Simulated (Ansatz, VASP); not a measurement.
# Sn: VASP beside Ansatz

The input INCAR:

```
PREC = Accurate ; ENCUT = 520
EDIFF = 1E-8 ; ISMEAR = -1
SIGMA = 0.03 ; LREAL = False
LASPH = True ; NELM = 100
ALGO = Normal ; ISIF = 2
LWAVE = False ; LCHARG = False
LEFG = True ; NBANDS = 21
```

The input KPOINTS:

```
regular mesh
0
Gamma
  9 9 9
```

Contents of POSCAR:

```
Sn
1.0
   -0.0649120000      3.2131440000      3.2131440000
    3.2131440000     -0.0649120000      3.2131440000
    3.2131440000      3.2131440000     -0.0649120000
Sn
2
Direct
    0.5000000000      0.5000000000      0.5000000000
    0.7500000000      0.7500000000      0.7500000000
```

Input for Ansatz:

```yaml
crystal:
  lattice:
    - [-0.064912, 3.213144, 3.213144]
    - [3.213144, -0.064912, 3.213144]
    - [3.213144, 3.213144, -0.064912]
  atoms:
    - { symbol: Sn, position: [0.5, 0.5, 0.5] }
    - { symbol: Sn, position: [0.75, 0.75, 0.75] }
kpoints:
  mp_grid: { grid: [9, 9, 9] }
scf:
  occupations: { method: fermi_dirac, width: 0.03 }
hamiltonian:
  xc: lda
  pseudopotentials: { kind: all_electron, datasets: crystal }
output:
  forces: true
  stress: true
  eigenvalues: true
  efg: { contact_densities: true }
```

Change from the starting cell: equal xy, yz and zx shear strains of -2 %, crystal datasets.

Alike in both runs: task electric field gradients; functional LDA; k mesh 9 × 9 × 9; occupations fermi-dirac, width 0.03 eV; no spin polarisation.

|  | VASP | Ansatz |
| --- | --- | --- |
| version | VASP 6.6.1 | Ansatz 0.2.0 |
| potentials or method | VASP PAW LDA potentials, release 64 (Sn_d), cutoff 520 eV | all-electron PAW with datasets made for the crystal, scalar-relativistic |

Ansatz gave:

```
pressure (GPa)                                                : -0.3
traceless stress, the component that is largest in VASP (GPa) : 1.03
rms of the force components (eV/Å)                            : 0.192
size of Vzz on the site where it differs most (V/Å²)          : 29.7
```

Question: Which values does VASP return?

Answer: Pressure (GPa): -0.3; traceless stress, the component that is largest in VASP (GPa): 1.04; rms of the force components (eV/Å): 0.193; size of Vzz on the site where it differs most (V/Å²): 31.2.

LDA's correlation is that of Perdew and Zunger in VASP and of Perdew and Wang (1992) in Ansatz. Atom by atom the forces differ by 0.001 eV/Å (rms over components). Ansatz ran all-electron here, and VASP with PAW potentials. Ansatz's warnings: printed levels off.
